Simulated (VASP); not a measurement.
# GaCo: single point with r2SCAN+D3(BJ)

The system is GaCo.

```
Ga Co
1.0
     2.91540    0.00000    0.00000
     0.00000    2.91540    0.00000
     0.00000    0.00000    2.91540
Ga Co
1 1
Direct
  0.00000 0.00000 0.00000
  0.50000 0.50000 0.50000
```

* Program: VASP 6.6.1
* Task: single point
* Functional: r2SCAN
* Dispersion: D3(BJ)
* Potentials or basis: VASP PAW PBE potentials, release 64 (Ga_d, Co)
* Cutoff: 660 eV
* k mesh: 6 × 6 × 6
* Occupations: fermi-dirac, width 0.1 eV
* Spin: no spin polarisation

- Pressure: -15.0 GPa
- Band gap on the k mesh: zero (band 11 reaches 10.57 eV, above the bottom of band 12 at 8.98 eV)
- Dispersion energy per atom: -0.195 eV

Levels at points of the mesh, in eV from the Fermi level:
```tsv
k point	band 9	band 10	band 11	band 12	band 13	band 14
(0.00, 0.00, 0.00)	-0.84	-0.84	-0.84	5.36	5.36	5.36
(0.50, 0.00, 0.00)	-1.81	-1.81	-0.83	0.17	10.79	10.79
(0.50, 0.50, 0.00)	-2.40	-1.32	-1.32	-0.16	2.13	3.18
(0.50, 0.50, 0.50)	-0.13	-0.13	0.77	3.85	3.85	3.85
```

Run time: 2.4 min on 1 thread of Intel Xeon 8259CL, with other jobs on the host, peak memory 0.16 GiB.

Caveat: the PAW data sets were made with another functional, which shifts forces and pressure a little; pairwise dispersion overbinds metals, which lowers pressure and volume. Spin polarisation is off, so any magnetic state and its effect on volume and gap are missing.
